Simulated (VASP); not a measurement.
# AlRu (P4mm) in VASP: notebook, part 2 of 2

VASP 6.6.1.

## Step 3: Single point, PBE (atom 1 (Al) moved by (+0.000, -0.225) A along [1 1 0] and z)

INCAR reads:

```
SYSTEM = AlRu
PREC = Accurate
ENCUT = 520
EDIFF = 1E-6
ISMEAR = 0
SIGMA = 0.15
LREAL = .False.
LASPH = .True.
NELM = 100
ALGO = Fast
ISIF = 2
LWAVE = .False.
LCHARG = .False.
GGA = PE
NBANDS = 16
```

KPOINTS reads:

```
Automatic mesh
0
Gamma
  20 20 20
  0 0 0
```

POSCAR reads:

```
AlRu
1.0
    3.0040847246      0.0000000000      0.0000000000
    0.0000000000      3.0040847246      0.0000000000
    0.0000000000      0.0000000000      3.0040847246
Al Ru
1 1
Direct
    0.0000000000      0.0000000000     -0.0748980207
    0.5000000000      0.5000000000      0.5000000000
```

Potentials or basis: VASP PAW PBE potentials, release 64 (Al, Ru_pv).

On the command line:

```
$ cat potpaw_PBE.64/Al/POTCAR potpaw_PBE.64/Ru_pv/POTCAR > POTCAR
$ mpirun -np 1 vasp_std > vasp.out
```

OUTCAR:

```text
SYSTEM = AlRu
   PREC = Accurate
   ENCUT = 520
   EDIFF = 1E-6
   ISMEAR = 0
   LREAL = .False.
   LASPH = .True.
   NELM = 100
   ISIF = 2
   GGA = PE

 ion  position               nearest neighbor table
   1  0.000  0.000  0.925-   2 2.48   2 2.48   2 2.48   2 2.48   2 2.74   2 2.74   2 2.74   2 2.74

   2  0.500  0.500  0.500-   1 2.48   1 2.48   1 2.48   1 2.48   1 2.74   1 2.74   1 2.74   1 2.74

  LATTYP: Found a simple cubic cell.
 ALAT       =     3.0040847246

  Lattice vectors:

 A1 = (   3.0040847246,   0.0000000000,   0.0000000000)
 A2 = (   0.0000000000,   3.0040847246,   0.0000000000)
 A3 = (   0.0000000000,   0.0000000000,   3.0040847246)

Analysis of symmetry for initial positions (statically):
=====================================================================
 Subroutine PRICEL returns:
 Original cell was already a primitive cell.

 Routine SETGRP: Setting up the symmetry group for a
 simple cubic supercell.

 Subroutine GETGRP returns: Found  8 space group operations
 (whereof  8 operations were pure point group operations)
 out of a pool of 48 trial point group operations.

The static configuration has the point symmetry C_4v.

Analysis of symmetry for dynamics (positions and initial velocities):
=====================================================================
 Subroutine PRICEL returns:
 Original cell was already a primitive cell.

 Routine SETGRP: Setting up the symmetry group for a
 simple cubic supercell.

 Subroutine GETGRP returns: Found  8 space group operations
 (whereof  8 operations were pure point group operations)
 out of a pool of 48 trial point group operations.

The dynamic configuration has the point symmetry C_4v.

 Subroutine INISYM returns: Found  8 space group operations
 (whereof  8 operations are pure point group operations),
 and found     1 'primitive' translations

----------------------------------------------------------------------------------------
[... 108 lines left out ...]
   ISMEAR =     0;   SIGMA  =   0.15  broadening in eV -4-tet -1-fermi 0-gaus
   EFERMI_NEDOS =   21; number of points for ismear=-14 and -15
   IALGO  =     68    algorithm
   IMIX   =      4    mixing-type and parameters
     AMIX     =   0.40;   BMIX     =  1.00
     AMIX_MAG =   1.60;   BMIX_MAG =  1.00
  volume/ion in A,a.u.               =      13.56        91.48
  Fermi-wavevector in a.u.,A,eV,Ry     =   1.401239  2.647958 26.714651  1.963471
  Thomas-Fermi vector in A             =   2.524120
   LORBIT       =      0    0 simple, 1 ext, 2 COOP (PROOUT), +10 PAW based schemes
   GGA     = PE    functional components
   LHFCALC =     F    Hartree Fock is set to
   AEXX    =    0.0000 exact exchange contribution
   IVDW    =     0    specifies the selected vdW correction
   LEPSILON=     F    determine dielectric tensor
   LRPA    =     F    only Hartree local field effects (RPA)
 non-spin polarized calculation
 RMM-DIIS sequential band-by-band and
 Gauss-broadening in eV      SIGMA  =   0.15
  energy-cutoff  :      520.00
  volume of cell :       27.11
 maximum number of plane-waves:       743
 NGX is ok and might be reduce to    24
   NGX = 11   NGY = 11   NGZ = 11

 number of electron      16.9999996 magnetization

 Free energy of the ion-electron system (eV)
  ---------------------------------------------------
  ext. energy  EPLUGINS =         0.00000000
  ---------------------------------------------------
  free energy    TOTEN  =       -14.07969387 eV

  energy without entropy =      -14.06018316  energy(sigma->0) =      -14.06993852

 E-fermi :  10.5057     XC(G=0): -12.4874

 val. band max:       10.5049278549   @ k =   0.3500   0.3500   0.4500
 cond. band min:      10.5130339620   @ k =   0.1000   0.0000   0.2000
 fundamental gap:      0.0081061071
 Fermi energy:        10.5056605948

 k-point     1 :       0.0000    0.0000    0.0000
  band No.  band energies     occupation
      1     -31.2324      2.00000
      2     -31.2324      2.00000
      3     -31.2250      2.00000
      4       0.9541      2.00000
      5       6.9663      2.00000
      6       7.0046      2.00000
[... 433 lines left out ...]
      3     -31.2229      2.00000
      4       1.1916      2.00000
      5       7.0491      2.00000
      6       7.0864      2.00000
[... 8 lines left out ...]
     15      22.6900      0.00000
     16      25.8426      0.00000

 [... further k-points ...]
[... 5 lines left out ...]
  --------------------------------------------------------------------------------------
  -------------------------------------------------------------------------------------
  Total        0.8395612      0.8395612      0.1842395      0.0000000      0.0000000      0.0000000
  in kB       49.6165333     49.6165333     10.8882199      0.0000000      0.0000000      0.0000000
  external PRESSURE =      36.7070955 kB  Pullay stress =       0.0000000 kB

 VOLUME and BASIS-vectors are now :
 -----------------------------------------------------------------------------
  energy-cutoff  :      520.00
  volume of cell :       27.11
      direct lattice vectors                 reciprocal lattice vectors
     3.004084725  0.000000000  0.000000000     0.332880092  0.000000000  0.000000000
     0.000000000  3.004084725  0.000000000     0.000000000  0.332880092  0.000000000
     0.000000000  0.000000000  3.004084725     0.000000000  0.000000000  0.332880092

 POSITION                                       TOTAL-FORCE (eV/Angst)
 -----------------------------------------------------------------------------------
      0.00000      0.00000      2.77908        -0.000000     -0.000000      1.656971
      1.50204      1.50204      1.50204         0.000000      0.000000     -1.656971
 -----------------------------------------------------------------------------------
    total drift:                                0.000000     -0.000000      0.000413

  FREE ENERGIE OF THE ION-ELECTRON SYSTEM (eV)
  ---------------------------------------------------
  free  energy   TOTEN  =       -14.0796938727 eV

  energy  without entropy=      -14.0601831609  energy(sigma->0) =      -14.06993852
```

OSZICAR:

```text
N       E                     dE             d eps       ncg     rms          rms(c)
DAV:   1     0.115588854250E+03    0.11559E+03   -0.91271E+03 23768   0.981E+02
DAV:   2    -0.128892548584E+02   -0.12848E+03   -0.12243E+03 27512   0.291E+02
DAV:   3    -0.147269743764E+02   -0.18377E+01   -0.18318E+01 29720   0.364E+01
DAV:   4    -0.147404149462E+02   -0.13441E-01   -0.13424E-01 29496   0.328E+00
DAV:   5    -0.147406051837E+02   -0.19024E-03   -0.18988E-03 28424   0.374E-01    0.120E+01
RMM:   6    -0.141679073921E+02    0.57270E+00   -0.19385E+00 23772   0.108E+01    0.238E+00
RMM:   7    -0.140952864216E+02    0.72621E-01   -0.12997E-01 24439   0.289E+00    0.199E+00
RMM:   8    -0.140800179786E+02    0.15268E-01   -0.19198E-02 25774   0.101E+00    0.216E-01
RMM:   9    -0.140797244223E+02    0.29356E-03   -0.14735E-03 26953   0.324E-01    0.112E-01
RMM:  10    -0.140796913390E+02    0.33083E-04   -0.20055E-04 28325   0.129E-01    0.502E-02
RMM:  11    -0.140796958396E+02   -0.45006E-05   -0.53872E-05 28107   0.695E-02    0.197E-02
RMM:  12    -0.140796935533E+02    0.22862E-05   -0.14299E-05 28451   0.347E-02    0.124E-02
RMM:  13    -0.140796938727E+02   -0.31938E-06   -0.32500E-06 22888   0.158E-02
   1 F= -.14079694E+02 E0= -.14069939E+02  d E =-.195107E-01
```

Wall time 4.6 min (1 thread of Intel Xeon 8259CL, shared host); peak memory 0.39 GiB.

What came out:

- Free energy: -14.0797 eV
- Pressure: 3.7 GPa
- Largest force: 1.657 eV/Å
- Band gap on the k mesh: zero (an odd number of electrons rules out a gap without spin polarisation)

Forces on the atoms (eV/Å):
```
Al   0.000  0.000  1.657
Ru   0.000  0.000 -1.657
```

Caveat: the cell differs from its parent crystal (atom 1 (Al) moved by (+0.000, -0.225) A along [1 1 0] and z); the cell stands under pressure; forces of over 1 eV/Å act on the atoms, so gaps and moduli don't describe the material at rest.
